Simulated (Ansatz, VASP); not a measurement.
MgO in VASP and in Ansatz

Contents of INCAR:

```
PREC = Accurate ; ENCUT = 840
EDIFF = 1E-6 ; ISMEAR = 0
SIGMA = 0.05 ; LREAL = False
LASPH = True ; NELM = 120
ALGO = Normal ; ISIF = 2
LWAVE = False ; LCHARG = False
GGA = CA ; NBANDS = 15
GGA_COMPAT = False
```

KPOINTS

```
regular mesh
0
Gamma
  9 9 8
```

File POSCAR:

```
MgO
1.0
    2.9380209034      0.0000000000      0.0000000000
   -1.4690104517      2.5444007392      0.0000000000
    0.0000000000      0.0000000000      2.6796800000
Mg O
1 1
Direct
    0.0000000000      0.0000000000      0.0000000000
    0.3333333333      0.6666666667      0.4906705278
```

Input for Ansatz:

```yaml
crystal:
  lattice:
    - [2.9380209034, 0.0, 0.0]
    - [-1.4690104517, 2.5444007392, 0.0]
    - [0.0, 0.0, 2.67968]
  atoms:
    - { symbol: Mg, position: [0.0, 0.0, 0.0] }
    - { symbol: O, position: [0.3333333333, 0.6666666667, 0.4906705278] }
basis:
  ecutwfc: 420
kpoints:
  mp_grid: { grid: [9, 9, 8] }
hamiltonian:
  xc: lda
scf:
  occupations: { method: gaussian, width: 0.05 }
output:
  forces: true
  stress: true
  eigenvalues: true
```

Change from the starting cell: all O atoms moved +0.025 Å, as atom 2 towards its neighbour atom 2 (O) at 2.680 Å.

Alike in both runs: task single point; functional LDA; k mesh 9 × 9 × 8; occupations gaussian, width 0.05 eV; no spin polarisation.

|  | VASP | Ansatz |
| --- | --- | --- |
| version | VASP 6.6.1 | Ansatz 0.2.0 |
| potentials or method | VASP PAW LDA potentials, release 64 (Mg_sv, O), cutoff 840 eV | scalar-relativistic, plane waves, PAW |
| valence electrons in the cell | 16 | 16 |

VASP gave:

| Item | Value |
| --- | --- |
| gap on the k mesh at the Fermi level (eV) | 2.96 |
| least direct gap on the mesh (eV) | 3.36 |
| pressure (GPa) | -9.0 |
| traceless stress, the component that is largest in VASP (GPa) | -0.72 |
| rms of the force components (eV/Å) | 0.043 |

Task: Estimate Ansatz's values.

Result: gap on the k mesh at the Fermi level (eV): 2.95; least direct gap on the mesh (eV): 3.35; pressure (GPa): -9.3; traceless stress, the component that is largest in VASP (GPa): -0.83; rms of the force components (eV/Å): 0.041.

LDA's correlation is that of Perdew and Zunger in VASP and of Perdew and Wang (1992) in Ansatz. Atom by atom the forces differ by 0.002 eV/Å (rms over components).
